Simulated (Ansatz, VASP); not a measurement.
## C in VASP and in Ansatz

The input INCAR:

```
SYSTEM = C
PREC = Accurate
ENCUT = 520
EDIFF = 1E-6
ISMEAR = 0
SIGMA = 0.05
LREAL = .FALSE.
LASPH = .TRUE.
NELM = 100
ALGO = Normal
ISIF = 2
LWAVE = .FALSE.
LCHARG = .TRUE.
GGA = PS
LELF = .TRUE.
LVHAR = .TRUE.
NBANDS = 11
```

Contents of KPOINTS:

```
Automatic mesh
0
G
  15 15 15
  0 0 0
```

POSCAR

```
C
1.0
    1.2587270051      0.7267263753      3.3470108394
   -1.2587270051      0.7267263753      3.3470108394
    0.0000000000     -1.4534527505      3.3470108394
C
2
Direct
    0.1640000000      0.1640000000      0.1640000000
    0.8360000000      0.8360000000      0.8360000000
```

Input for Ansatz:

```yaml
crystal:
  lattice:
    - [1.2587270051, 0.7267263753, 3.3470108394]
    - [-1.2587270051, 0.7267263753, 3.3470108394]
    - [0.0, -1.4534527505, 3.3470108394]
  atoms:
    - { symbol: C, position: [0.164, 0.164, 0.164] }
    - { symbol: C, position: [0.836, 0.836, 0.836] }
basis:
  ecutwfc: 420
kpoints:
  mp_grid: { grid: [15, 15, 15] }
hamiltonian:
  xc: pbesol
scf:
  occupations: { method: gaussian, width: 0.05 }
output:
  forces: true
  stress: true
  eigenvalues: true
```

Change from the starting cell: strain +0.025 along x and y, +0.000 along z, atoms carried along.

Alike in both runs: task single point; functional PBEsol; k mesh 15 × 15 × 15; occupations gaussian, width 0.05 eV; no spin polarisation.

```csv
,VASP,Ansatz
version,VASP 6.6.1,Ansatz 0.2.0
potentials or method,"VASP PAW PBE potentials, release 64 (C), cutoff 520 eV","scalar-relativistic, plane waves, PAW"
valence electrons in the cell,8,8
```

VASP gave:

| Property | Result |
| --- | --- |
| gap on the k mesh at the Fermi level (eV) | 0.79 |
| least direct gap on the mesh (eV) | 0.79 |
| pressure (GPa) | -17.1 |
| traceless stress, the component that is largest in VASP (GPa) | 17.87 |
| rms of the force components (eV/Å) | 0.497 |

Task: Estimate Ansatz's values.

Result: gap on the k mesh at the Fermi level (eV): 0.79; least direct gap on the mesh (eV): 0.79; pressure (GPa): -17.7; traceless stress, the component that is largest in VASP (GPa): 18.53; rms of the force components (eV/Å): 0.499.

VASP's potentials were made for PBE, not for PBEsol. Atom by atom the forces differ by 0.002 eV/Å (rms over components).
